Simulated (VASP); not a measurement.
# InSb3 (Fm-3m) in VASP: settings compared, part 2 of 2

VASP 6.6.1. Earlier steps stand in the parts before.

## Step 3: Single point, PBEsol

This run uses another cell than the first one, of 26.23 Å³/atom, 0.906 times its volume.

Contents of INCAR:

```
SYSTEM = InSb3
PREC = Accurate ; ENCUT = 520
EDIFF = 1E-6 ; ISMEAR = -1
SIGMA = 0.05 ; LREAL = .False.
LASPH = .True. ; NELM = 100
ALGO = Normal ; ISIF = 2
LWAVE = .False. ; LCHARG = .True.
GGA = PS ; LELF = .True.
LVHAR = .True. ; NBANDS = 22
```

Contents of KPOINTS:

```
regular mesh
0
Gamma
  6 6 6
  0 0 0
```

Contents of POSCAR:

```
InSb3
1.0
    0.0000000000      3.7432709431      3.7432709431
    3.7432709431      0.0000000000      3.7432709431
    3.7432709431      3.7432709431      0.0000000000
Sb In
3 1
Direct
    0.5000000000      0.5000000000      0.5000000000
    0.7500000000      0.7500000000      0.7500000000
    0.2500000000      0.2500000000      0.2500000000
    0.0000000000      0.0000000000      0.0000000000
```

Potentials or basis: VASP PAW PBE potentials, release 64 (Sb, In_d).

Launch:

```bash
> cat potpaw_PBE.64/Sb/POTCAR potpaw_PBE.64/In_d/POTCAR > POTCAR
> mpirun -np 1 vasp_std > vasp.out
```

OUTCAR:

```text
SYSTEM = InSb3
   PREC = Accurate
   ENCUT = 520
   EDIFF = 1E-6
   ISMEAR = -1
   LREAL = .False.
   LASPH = .True.
   NELM = 100
   ISIF = 2
   GGA = PS

 ion  position               nearest neighbor table
   1  0.500  0.500  0.500-   3 3.24   3 3.24   3 3.24   2 3.24   3 3.24   2 3.24   2 3.24   2 3.24
                             4 3.74   4 3.74   4 3.74   4 3.74   4 3.74   4 3.74
   2  0.750  0.750  0.750-   1 3.24   1 3.24   1 3.24   1 3.24   4 3.24   4 3.24   4 3.24   4 3.24
                             3 3.74   3 3.74   3 3.74   3 3.74   3 3.74   3 3.74
[... 593 lines left out ...]
  --------------------------------------------------------------------------------------
  -------------------------------------------------------------------------------------
  Total       -0.7051257     -0.7051257     -0.7051257     -0.0000000      0.0000000      0.0000000
  in kB      -10.7694457    -10.7694457    -10.7694457     -0.0000000      0.0000000      0.0000000
  external PRESSURE =     -10.7694457 kB  Pullay stress =       0.0000000 kB

 VOLUME and BASIS-vectors are now :
 -----------------------------------------------------------------------------
  energy-cutoff  :      520.00
  volume of cell :      104.90
      direct lattice vectors                 reciprocal lattice vectors
     0.000000000  3.743270943  3.743270943    -0.133573019  0.133573019  0.133573019
     3.743270943  0.000000000  3.743270943     0.133573019 -0.133573019  0.133573019
     3.743270943  3.743270943  0.000000000     0.133573019  0.133573019 -0.133573019

 POSITION                                       TOTAL-FORCE (eV/Angst)
 -----------------------------------------------------------------------------------
      3.74327      3.74327      3.74327         0.000000      0.000000      0.000000
      5.61491      5.61491      5.61491        -0.000000     -0.000000     -0.000000
      1.87164      1.87164      1.87164         0.000000      0.000000      0.000000
      0.00000      0.00000      0.00000         0.000000      0.000000      0.000000
 -----------------------------------------------------------------------------------
    total drift:                               -0.000000      0.000000      0.000000

  FREE ENERGIE OF THE ION-ELECTRON SYSTEM (eV)
  ---------------------------------------------------
  free  energy   TOTEN  =       -16.1003904676 eV

  energy  without entropy=      -16.0715993304  energy(sigma->0) =      -16.08599490
```

stdout:

```text
POSCAR found type information on POSCAR SbIn
 POSCAR found :  2 types and       4 ions
 scaLAPACK will be used
 -----------------------------------------------------------------------------
|                                                                             |
|                                                                             |
|     You enforced a specific xc type in the INCAR file but a different       |
|     I HOPE YOU KNOW WHAT YOU ARE DOING!                                     |
|                                                                             |
 -----------------------------------------------------------------------------

 LDA part: xc-table for (Slater+PW92), standard interpolation
 POSCAR, INCAR and KPOINTS ok, starting setup
 FFT: planning ... GRIDC
 FFT: planning ... GRID_SOFT
 FFT: planning ... GRID
 WAVECAR not read
 entering main loop
```

It took 40 s on 1 thread of Intel Xeon Platinum 8259CL at 2.50GHz (Skylake/Cascade Lake), shared host; peak memory 0.24 GiB.

What came out:

| Property | Result |
| --- | --- |
| Free energy | -16.1004 eV |
| Pressure | -1.1 GPa |
| Band gap on the k mesh | zero (band 14 reaches 9.48 eV, above the bottom of band 15 at 6.11 eV) |

Levels at points of the mesh, in eV from the Fermi level:
| k point | band 12 | band 13 | band 14 | band 15 | band 16 | band 17 |
| --- | --- | --- | --- | --- | --- | --- |
| (0.00, 0.00, 0.00) | -2.62 | -2.62 | -2.62 | -2.36 | -0.90 | -0.90 |
| (0.50, 0.00, 0.00) | -2.88 | -2.88 | -0.30 | -0.15 | 1.87 | 1.87 |
| (0.50, 0.50, 0.00) | 0.34 | 0.85 | 0.85 | 1.27 | 1.72 | 1.74 |

Caveat: the PAW data sets were made with another functional, which shifts forces and pressure a little; spin-orbit coupling is left out, which moves the levels of the heavy elements.

## Step 4: Single point, PBEsol

This run uses another cell than the first one, of 28.41 Å³/atom, 0.981 times its volume.

Contents of INCAR:

```
SYSTEM = InSb3
PREC     = Accurate       ! precision mode
ENCUT    = 520            ! plane-wave cutoff, eV
EDIFF    = 1E-7           ! SCF threshold, eV
ISMEAR   = -1             ! smearing method
SIGMA    = 0.05           ! smearing width, eV
LREAL    = .FALSE.        ! projectors in reciprocal space
LASPH    = .TRUE.         ! aspherical terms in the spheres
NELM     = 80             ! most SCF steps
ALGO     = Normal         ! electronic algorithm
ISIF     = 2              ! what is computed and relaxed
LWAVE    = .FALSE.        ! write WAVECAR
LCHARG   = .TRUE.         ! write CHGCAR
GGA      = PS             ! functional
LELF     = .TRUE.         ! ELF
LVHAR    = .TRUE.       
NBANDS   = 22             ! bands
```

Contents of KPOINTS:

```
regular mesh
0
G
  6 6 6
  0 0 0
```

Contents of POSCAR:

```
InSb3
1.0
    0.0000000000      3.8444890816      3.8444890816
    3.8444890816      0.0000000000      3.8444890816
    3.8444890816      3.8444890816      0.0000000000
Sb In
3 1
Direct
    0.5000000000      0.5000000000      0.5000000000
    0.7500000000      0.7500000000      0.7500000000
    0.2500000000      0.2500000000      0.2500000000
    0.0000000000      0.0000000000      0.0000000000
```

Launch:

```bash
> cat potpaw_PBE.64/Sb/POTCAR potpaw_PBE.64/In_d/POTCAR > POTCAR
> mpirun -np 1 vasp_std > vasp.out
```

Run time: 46 s. Hardware: 1 thread of Intel Xeon Platinum 8259CL at 2.50GHz (Skylake/Cascade Lake), shared host; peak memory 0.25 GiB.

It converged, with:

```
Free energy            : -15.9356 eV
Pressure               : -4.7 GPa
Band gap on the k mesh : zero (band 14 reaches 8.38 eV, above the bottom of band 15 at 5.08 eV)
```

Levels at points of the mesh, in eV from the Fermi level:
```
           k point  band 11  band 12  band 13  band 14  band 15  band 16  band 17  band 18
(0.00, 0.00, 0.00)    -2.44    -2.44    -2.36    -2.36    -2.36    -0.73    -0.73    -0.73
(0.50, 0.00, 0.00)    -3.36    -2.56    -2.56    -0.40    -0.28     1.78     1.78     2.93
(0.50, 0.50, 0.00)    -4.94     0.13     0.78     0.78     0.98     1.55     1.65     1.65
```

Caveat: the PAW data sets were made with another functional, which shifts forces and pressure a little; spin-orbit coupling is left out, which moves the levels of the heavy elements.

## Step 5: Single point, PBE

This run uses another cell than the first one, of 27.32 Å³/atom, 0.943 times its volume.

Contents of INCAR:

```
SYSTEM = InSb3
PREC     = Accurate       ! precision mode
ENCUT    = 520            ! plane-wave cutoff, eV
EDIFF    = 1E-6           ! SCF threshold, eV
ISMEAR   = -1             ! smearing method
SIGMA    = 0.05           ! smearing width, eV
LREAL    = .FALSE.        ! projectors in reciprocal space
LASPH    = .TRUE.         ! aspherical terms in the spheres
NELM     = 100            ! most SCF steps
ALGO     = Normal         ! electronic algorithm
ISIF     = 2              ! what is computed and relaxed
LWAVE    = .FALSE.        ! write WAVECAR
LCHARG   = .FALSE.        ! write CHGCAR
GGA      = PE             ! functional
NBANDS   = 22             ! bands
```

Contents of KPOINTS:

```
regular mesh
0
G
  4 4 4
  0 0 0
```

Contents of POSCAR:

```
InSb3
1.0
    0.0000000000      3.7945550000      3.7945550000
    3.7945550000      0.0000000000      3.7945550000
    3.7945550000      3.7945550000      0.0000000000
Sb In
3 1
Direct
    0.5000000000      0.5000000000      0.5000000000
    0.7500000000      0.7500000000      0.7500000000
    0.2500000000      0.2500000000      0.2500000000
    0.0000000000      0.0000000000      0.0000000000
```

Launch:

```bash
> cat potpaw_PBE.64/Sb/POTCAR potpaw_PBE.64/In_d/POTCAR > POTCAR
> mpirun -np 1 vasp_std > vasp.out
```

It took 33 s on 1 thread of Intel Xeon 6975P-C, shared host; peak memory 0.24 GiB.

It converged, with:

```
Free energy            : -14.0973 eV
Pressure               : -1.4 GPa
Band gap on the k mesh : zero (band 14 reaches 9.13 eV, above the bottom of band 15 at 5.65 eV)
```

Levels at points of the mesh, in eV from the Fermi level:
```csv
k point,band 11,band 12,band 13,band 14,band 15,band 16,band 17,band 18
"(0.00, 0.00, 0.00)",-2.46,-2.37,-2.37,-2.37,-2.30,-0.66,-0.66,-0.66
"(0.50, 0.00, 0.00)",-3.41,-2.58,-2.58,-0.23,-0.09,1.94,1.94,3.07
"(0.50, 0.50, 0.00)",-5.04,0.35,0.91,0.91,1.26,1.72,1.82,1.82
```

Caveat: spin-orbit coupling is left out, which moves the levels of the heavy elements.

## Step 6: Single point, LDA

This run uses another cell than the first one, of 27.32 Å³/atom, 0.943 times its volume.

Contents of INCAR:

```
  ALGO = Normal
  EDIFF = 1E-6
  ENCUT = 500
  GGA_COMPAT = F
  ISIF = 2
  ISMEAR = -1
  LASPH = T
  LCHARG = F
  LREAL = F
  LWAVE = F
  NBANDS = 22
  NELM = 120
  PREC = Accurate
  SIGMA = 0.05
```

Contents of KPOINTS:

```
k-points
0
Gamma
  6 6 6
```

POSCAR is that of step 5.

Potentials or basis: VASP PAW LDA potentials, release 64 (Sb, In_d).

Launch:

```bash
> cat potpaw_LDA.64/Sb/POTCAR potpaw_LDA.64/In_d/POTCAR > POTCAR
> mpirun -np 1 vasp_std > vasp.out
```

It used 47 s of CPU time on 1 thread of AMD EPYC 7R13 Processor (Zen 3) (shared host).

Results (log left out):

```
Free energy            : -16.9418 eV
Pressure               : -4.2 GPa
Band gap on the k mesh : zero (band 14 reaches 8.87 eV, above the bottom of band 15 at 5.46 eV)
```

Levels at points of the mesh, in eV from the Fermi level:
```tsv
k point	band 10	band 11	band 12	band 13	band 14	band 15	band 16	band 17	band 18	band 19
(0.00, 0.00, 0.00)	-2.53	-2.53	-2.53	-2.46	-2.46	-2.46	-0.80	-0.80	-0.80	3.44
(0.50, 0.00, 0.00)	-3.49	-3.49	-2.68	-2.68	-0.38	-0.26	1.82	1.82	2.94	2.94
(0.50, 0.50, 0.00)	-5.13	-5.13	0.20	0.80	0.80	1.07	1.60	1.67	1.67	3.91
```

Caveat: spin-orbit coupling is left out, which moves the levels of the heavy elements.

## Step 7: The runs side by side

| level | potentials or basis | cell | k mesh | cutoff (eV) | gap on the mesh (eV) | pressure (GPa) |
| --- | --- | --- | --- | --- | --- | --- |
| PBEsol | VASP PAW PBE potentials, release 64 (Sb, In_d) | a = 5.472 Å, angles 60.0°, 4 atoms | 6 × 6 × 6 | 520 | none | -5.4 |
| PBEsol | VASP PAW PBE potentials, release 64 (Sb, In_d) | a = 5.294 Å, angles 60.0°, 4 atoms | 6 × 6 × 6 | 520 | none | -1.1 |
| PBEsol | VASP PAW PBE potentials, release 64 (Sb, In_d) | a = 5.437 Å, angles 60.0°, 4 atoms | 6 × 6 × 6 | 520 | none | -4.7 |
| PBE | VASP PAW PBE potentials, release 64 (Sb, In_d) | a = 5.366 Å, angles 60.0°, 4 atoms | 4 × 4 × 4 | 520 | none | -1.4 |
| LDA | VASP PAW LDA potentials, release 64 (Sb, In_d) | a = 5.366 Å, angles 60.0°, 4 atoms | 6 × 6 × 6 | 500 | none | -4.2 |

Alike in all rows: task single point; no spin polarisation; smearing fermi-dirac 0.05 eV.

Caveats: spin-orbit coupling is left out, which moves the levels of the heavy elements; the PAW data sets were made with another functional, which shifts forces and pressure a little (some runs).

Absolute energies hang on the potentials; compare differences alone.
